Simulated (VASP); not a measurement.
Wanted: the native input for a VASP 6.6.1 run.

```yaml
Task: single point
Functional: r2SCAN
Potentials_or_basis: VASP PAW PBE potentials, release 64 (Al, Ga_d, N_h)
Cutoff: 1460 eV
k_mesh: 6 × 6 × 6
Occupations: gaussian, width 0.05 eV
Spin: no spin polarisation
Dipole_correction: no
Further_INCAR_settings: ALGO = Normal; EDIFF = 1e-06; NBANDS = 31
```

The system is Al3GaN4.

```
Al Ga N
1.0
     4.40144    0.00000    0.00000
     0.00000    4.40144    0.00000
     0.00000    0.00000    4.40144
Al Ga N
3 1 4
Direct
  0.50000 0.50000 0.00000
  0.50000 0.00000 0.50000
  0.00000 0.50000 0.50000
  0.00000 0.00000 0.00000
  0.74416 0.74416 0.25584
  0.74416 0.25584 0.74416
  0.25584 0.74416 0.74416
  0.25584 0.25584 0.25584
```

The input as run:

POSCAR

```
Al3GaN4
1.0
    4.4014385300      0.0000000000      0.0000000000
    0.0000000000      4.4014385300      0.0000000000
    0.0000000000      0.0000000000      4.4014385300
Al Ga N
3 1 4
Direct
    0.5000000000      0.5000000000      0.0000000000
    0.5000000000      0.0000000000      0.5000000000
    0.0000000000      0.5000000000      0.5000000000
    0.0000000000      0.0000000000      0.0000000000
    0.7441634300      0.7441634300      0.2558365700
    0.7441634300      0.2558365700      0.7441634300
    0.2558365700      0.7441634300      0.7441634300
    0.2558365700      0.2558365700      0.2558365700
```

INCAR.step1

```
SYSTEM = Al3GaN4
ALGO     = Normal         ! electronic algorithm
EDIFF    = 1E-5           ! SCF threshold, eV
ENCUT    = 1460           ! plane-wave cutoff, eV
GGA      = PE             ! functional
GGA_COMPAT= .False.      
ISMEAR   = 0              ! smearing method
LASPH    = .True.         ! aspherical terms in the spheres
LCHARG   = .False.        ! write CHGCAR
LREAL    = .False.        ! projectors in reciprocal space
LWAVE    = .True.         ! write WAVECAR
NBANDS   = 31             ! bands
NELM     = 120            ! most SCF steps
PREC     = Accurate       ! precision mode
SIGMA    = 0.05           ! smearing width, eV
```

INCAR.step2

```
SYSTEM = Al3GaN4
ALGO     = Normal         ! electronic algorithm
EDIFF    = 1E-6           ! SCF threshold, eV
ENCUT    = 1460           ! plane-wave cutoff, eV
GGA_COMPAT= .False.      
ISIF     = 2              ! what is computed and relaxed
ISMEAR   = 0              ! smearing method
ISTART   = 1            
LASPH    = .True.         ! aspherical terms in the spheres
LCHARG   = .False.        ! write CHGCAR
LMIXTAU  = .True.       
LREAL    = .False.        ! projectors in reciprocal space
LWAVE    = .False.        ! write WAVECAR
METAGGA  = R2SCAN         ! meta-GGA
NBANDS   = 31             ! bands
NELM     = 120            ! most SCF steps
PREC     = Accurate       ! precision mode
SIGMA    = 0.05           ! smearing width, eV
```

KPOINTS

```
k-points
0
Gamma
  6 6 6
  0 0 0
```

Potentials or basis: VASP PAW PBE potentials, release 64 (Al, Ga_d, N_h).

The run is started by

```sh
$ cat potpaw_PBE.64/Al/POTCAR potpaw_PBE.64/Ga_d/POTCAR potpaw_PBE.64/N_h/POTCAR > POTCAR
$ cp INCAR.step1 INCAR
$ mpirun -np 1 vasp_std > vasp.out
$ cp INCAR.step2 INCAR
$ mpirun -np 1 vasp_std > vasp.out
```

It gave:

| Property | Result |
| --- | --- |
| Pressure | -0.2 GPa |
| Largest force | 0.018 eV/Å |
| Band gap on the k mesh | 4.01 eV |

Caveat: the PAW data sets were made with another functional, which shifts forces and pressure a little.

Run time: 9.8 min on 1 thread of Intel(R) Xeon(R) Platinum 8259CL CPU @ 2.50GHz (Skylake/Cascade Lake), with other jobs on the host, peak memory 0.61 GiB.
